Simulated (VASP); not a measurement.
# Ca (P6_3/mmc) in VASP: notebook, part 2 of 2

VASP 6.6.1.

## (4) Single point, PBEsol (37.56 Å³/atom)

This run uses another cell than the first one, of 37.56 Å³/atom.

INCAR

```
SYSTEM = Ca
  ALGO = Normal
  EDIFF = 1E-7
  ENCUT = 520
  GGA = PS
  ISIF = 2
  ISMEAR = -1
  LASPH = .TRUE.
  LCHARG = .TRUE.
  LELF = .TRUE.
  LREAL = .FALSE.
  LVHAR = .TRUE.
  LWAVE = .FALSE.
  NBANDS = 17
  NELM = 100
  PREC = Accurate
  SIGMA = 0.1
```

KPOINTS

```
k-points
0
G
  11 11 6
  0 0 0
```

POSCAR

```
Ca
1.0
    3.7484905729      0.0000000000      0.0000000000
   -1.8742452865      3.2462880620      0.0000000000
    0.0000000000      0.0000000000      6.1732929092
Ca
2
Direct
    0.3333333333      0.6666666667      0.2500000000
    0.6666666667      0.3333333333      0.7500000000
```

Potentials or basis: VASP PAW PBE potentials, release 64 (Ca_sv).

On the command line:

```bash
> cat potpaw_PBE.64/Ca_sv/POTCAR > POTCAR
> mpirun -np 1 vasp_std > vasp.out
```

OUTCAR:

```text
SYSTEM = Ca
   EDIFF = 1E-7
   ENCUT = 520
   GGA = PS
   ISIF = 2
   ISMEAR = -1
   LASPH = .TRUE.
   LREAL = .FALSE.
   NELM = 100
   PREC = Accurate

 ion  position               nearest neighbor table
   1  0.333  0.667  0.250-
   2  0.667  0.333  0.750-

  LATTYP: Found a hexagonal cell.
 ALAT       =     3.7484905729
 C/A-ratio  =     1.6468743323

  Lattice vectors:

 A1 = (   3.7484905729,   0.0000000000,   0.0000000000)
 A2 = (  -1.8742452865,   3.2462880620,   0.0000000000)
[... 192 lines left out ...]
      6     -20.1613      2.00000
[... 457 lines left out ...]
      4     -20.2574      2.00000
      5     -20.2490      2.00000
      6     -20.2102      2.00000
[... 9 lines left out ...]
     16       5.4849      0.00000
     17       5.7134      0.00000

 [... further k-points ...]
[... 5 lines left out ...]
  --------------------------------------------------------------------------------------
  -------------------------------------------------------------------------------------
  Total        0.8005983      0.8005983      0.8246913     -0.0000000      0.0000000      0.0000000
  in kB       17.0751632     17.0751632     17.5890206     -0.0000000      0.0000000      0.0000000
  external PRESSURE =      17.2464490 kB  Pullay stress =       0.0000000 kB

 VOLUME and BASIS-vectors are now :
 -----------------------------------------------------------------------------
  energy-cutoff  :      520.00
  volume of cell :       75.12
      direct lattice vectors                 reciprocal lattice vectors
     3.748490573  0.000000000  0.000000000     0.266774047  0.154022068  0.000000000
    -1.874245287  3.246288062  0.000000000     0.000000000  0.308044136  0.000000000
     0.000000000  0.000000000  6.173292909     0.000000000  0.000000000  0.161988102

 POSITION                                       TOTAL-FORCE (eV/Angst)
 -----------------------------------------------------------------------------------
     -0.00000      2.16419      1.54332         0.000000     -0.000000      0.000000
      1.87425      1.08210      4.62997        -0.000000      0.000000      0.000000
 -----------------------------------------------------------------------------------
    total drift:                               -0.000000      0.000000     -0.000000

  FREE ENERGIE OF THE ION-ELECTRON SYSTEM (eV)
  ---------------------------------------------------
  free  energy   TOTEN  =        -4.2666796892 eV

  energy  without entropy=       -4.1851657742  energy(sigma->0) =       -4.22592273
```

OSZICAR:

```text
N       E                     dE             d eps       ncg     rms          rms(c)
DAV:   1     0.173520918178E+03    0.17352E+03   -0.10145E+04  2176   0.108E+03
DAV:   2     0.486248489131E+01   -0.16866E+03   -0.16656E+03  2507   0.323E+02
DAV:   3    -0.404328826278E+01   -0.89058E+01   -0.88427E+01  4220   0.548E+01
DAV:   4    -0.428759818737E+01   -0.24431E+00   -0.24361E+00  2648   0.961E+00
DAV:   5    -0.429880443617E+01   -0.11206E-01   -0.11201E-01  3703   0.133E+00    0.305E+00
DAV:   6    -0.427671132557E+01    0.22093E-01   -0.19232E-02  2691   0.137E+00    0.183E+00
DAV:   7    -0.426694869794E+01    0.97626E-02   -0.29779E-02  2603   0.184E+00    0.112E-01
DAV:   8    -0.426663970265E+01    0.30900E-03   -0.25467E-03  3049   0.375E-01    0.268E-02
DAV:   9    -0.426667744930E+01   -0.37747E-04   -0.26698E-04  3336   0.819E-02    0.112E-02
DAV:  10    -0.426668227676E+01   -0.48275E-05   -0.16359E-05  2737   0.402E-02    0.141E-02
DAV:  11    -0.426667964692E+01    0.26298E-05   -0.24609E-06  3102   0.169E-02    0.287E-03
DAV:  12    -0.426667968924E+01   -0.42320E-07   -0.75224E-08  2330   0.181E-03
   1 F= -.42666797E+01 E0= -.42259227E+01  d E =-.815139E-01
```

Wall time 1.7 min (1 thread of Intel Xeon 8259CL, shared host); peak memory 0.22 GiB.

Results:

```yaml
Free_energy: -4.2667 eV
Pressure: 1.7 GPa
Band_gap_on_the_k_mesh: zero (bands 10 and 11 overlap by 0.30 eV)
```

Levels at points of the mesh, in eV from the Fermi level:
```tsv
k point	band 8	band 9	band 10	band 11	band 12	band 13
(0.00, 0.00, 0.00)	-22.55	-4.27	-1.12	-0.11	2.40	2.44
(0.00, 0.00, 0.50)	-22.57	-3.17	-3.17	1.44	1.44	2.44
```

Caveat: the PAW data sets were made with another functional, which shifts forces and pressure a little.

## (5) Single point, PBEsol (39.19 Å³/atom)

This run uses another cell than the first one, of 39.19 Å³/atom.

Changes to INCAR since step 4:

```diff
@@ -8,6 +8,4 @@
   LASPH = .TRUE.
-  LCHARG = .TRUE.
-  LELF = .TRUE.
+  LCHARG = .FALSE.
   LREAL = .FALSE.
-  LVHAR = .TRUE.
   LWAVE = .FALSE.
```

KPOINTS is that of step 4.

POSCAR

```
Ca
1.0
    3.8020476741      0.0000000000      0.0000000000
   -1.9010238370      3.2926698722      0.0000000000
    0.0000000000      0.0000000000      6.2614947245
Ca
2
Direct
    0.3333333333      0.6666666667      0.2500000000
    0.6666666667      0.3333333333      0.7500000000
```

Potentials or basis: VASP PAW PBE potentials, release 64 (Ca_sv).

On the command line:

```bash
> cat potpaw_PBE.64/Ca_sv/POTCAR > POTCAR
> mpirun -np 1 vasp_std > vasp.out
```

OUTCAR:

```text
SYSTEM = Ca
   EDIFF = 1E-7
   ENCUT = 520
   GGA = PS
   ISIF = 2
   ISMEAR = -1
   LASPH = .TRUE.
   LREAL = .FALSE.
   NELM = 100
   PREC = Accurate

 ion  position               nearest neighbor table
   1  0.333  0.667  0.250-
   2  0.667  0.333  0.750-

  LATTYP: Found a hexagonal cell.
 ALAT       =     3.8020476741
 C/A-ratio  =     1.6468743323

  Lattice vectors:

 A1 = (   3.8020476741,   0.0000000000,   0.0000000000)
 A2 = (  -1.9010238370,   3.2926698722,   0.0000000000)
[... 191 lines left out ...]
      6     -20.4468      2.00000
[... 457 lines left out ...]
      4     -20.5292      2.00000
      5     -20.5221      2.00000
      6     -20.4890      2.00000
[... 9 lines left out ...]
     16       5.2206      0.00000
     17       5.4667      0.00000

 [... further k-points ...]
[... 5 lines left out ...]
  --------------------------------------------------------------------------------------
  -------------------------------------------------------------------------------------
  Total        0.3912983      0.3912983      0.3837504      0.0000000      0.0000000      0.0000000
  in kB        7.9978784      7.9978784      7.8436036      0.0000000      0.0000000      0.0000000
  external PRESSURE =       7.9464535 kB  Pullay stress =       0.0000000 kB

 VOLUME and BASIS-vectors are now :
 -----------------------------------------------------------------------------
  energy-cutoff  :      520.00
  volume of cell :       78.39
      direct lattice vectors                 reciprocal lattice vectors
     3.802047674  0.000000000  0.000000000     0.263016165  0.151852454  0.000000000
    -1.901023837  3.292669872  0.000000000     0.000000000  0.303704908  0.000000000
     0.000000000  0.000000000  6.261494725     0.000000000  0.000000000  0.159706275

 POSITION                                       TOTAL-FORCE (eV/Angst)
 -----------------------------------------------------------------------------------
     -0.00000      2.19511      1.56537        -0.000000      0.000000      0.000000
      1.90102      1.09756      4.69612         0.000000      0.000000      0.000000
 -----------------------------------------------------------------------------------
    total drift:                                0.000000     -0.000000      0.000000

  FREE ENERGIE OF THE ION-ELECTRON SYSTEM (eV)
  ---------------------------------------------------
  free  energy   TOTEN  =        -4.2928227898 eV

  energy  without entropy=       -4.2107926464  energy(sigma->0) =       -4.25180772
```

OSZICAR:

```text
N       E                     dE             d eps       ncg     rms          rms(c)
DAV:   1     0.172413410994E+03    0.17241E+03   -0.10118E+04  2176   0.107E+03
DAV:   2     0.467343710597E+01   -0.16774E+03   -0.16576E+03  2500   0.319E+02
DAV:   3    -0.404994669152E+01   -0.87234E+01   -0.86687E+01  4218   0.542E+01
DAV:   4    -0.430603960956E+01   -0.25609E+00   -0.25576E+00  2600   0.984E+00
DAV:   5    -0.431945625131E+01   -0.13417E-01   -0.13409E-01  3749   0.144E+00    0.311E+00
DAV:   6    -0.430110692974E+01    0.18349E-01   -0.18817E-02  2593   0.137E+00    0.186E+00
DAV:   7    -0.429312174061E+01    0.79852E-02   -0.29883E-02  2712   0.185E+00    0.114E-01
DAV:   8    -0.429279013086E+01    0.33161E-03   -0.24746E-03  2960   0.373E-01    0.227E-02
DAV:   9    -0.429282005160E+01   -0.29921E-04   -0.25358E-04  3494   0.833E-02    0.120E-02
DAV:  10    -0.429282497546E+01   -0.49239E-05   -0.14424E-05  2643   0.394E-02    0.115E-02
DAV:  11    -0.429282273959E+01    0.22359E-05   -0.20857E-06  3140   0.152E-02    0.289E-03
DAV:  12    -0.429282278976E+01   -0.50171E-07   -0.75553E-08  2372   0.175E-03
   1 F= -.42928228E+01 E0= -.42518077E+01  d E =-.820301E-01
```

stdout:

```text
POSCAR found type information on POSCAR Ca
 POSCAR found :  1 types and       2 ions
 scaLAPACK will be used
 -----------------------------------------------------------------------------
|                                                                             |
|                                                                             |
|     You enforced a specific xc type in the INCAR file but a different       |
|     I HOPE YOU KNOW WHAT YOU ARE DOING!                                     |
|                                                                             |
 -----------------------------------------------------------------------------

 LDA part: xc-table for (Slater+PW92), standard interpolation
 POSCAR, INCAR and KPOINTS ok, starting setup
 FFT: planning ... GRIDC
 FFT: planning ... GRID_SOFT
 FFT: planning ... GRID
 WAVECAR not read
 entering main loop
```

It took 1.8 min on 1 thread of Intel Xeon 8259CL, shared host; peak memory 0.23 GiB.

Results:

| Item | Value |
| --- | --- |
| Free energy | -4.2928 eV |
| Pressure | 0.8 GPa |
| Band gap on the k mesh | zero (bands 10 and 11 overlap by 0.35 eV) |

Caveat: the PAW data sets were made with another functional, which shifts forces and pressure a little.

## (6) Overview

```csv
cell,k mesh,gap on the mesh (eV),pressure (GPa)
"a = 3.854, b = 3.854, c = 6.347 Å, angles 90.0, 90.0, 120.0°, 2 atoms",9 × 9 × 5,none,0.0
"a = 3.693, b = 3.693, c = 6.082 Å, angles 90.0, 90.0, 120.0°, 2 atoms",11 × 11 × 6,none,2.8
"a = 3.748, b = 3.748, c = 6.173 Å, angles 90.0, 90.0, 120.0°, 2 atoms",11 × 11 × 6,none,1.7
"a = 3.802, b = 3.802, c = 6.261 Å, angles 90.0, 90.0, 120.0°, 2 atoms",11 × 11 × 6,none,0.8
```

Alike in all rows: task single point; level PBEsol; potentials or basis VASP PAW PBE potentials, release 64 (Ca_sv); no spin polarisation; cutoff (eV) 520; smearing fermi-dirac 0.1 eV.

Caveats: the PAW data sets were made with another functional, which shifts forces and pressure a little.

Absolute energies hang on the potentials; compare differences alone.
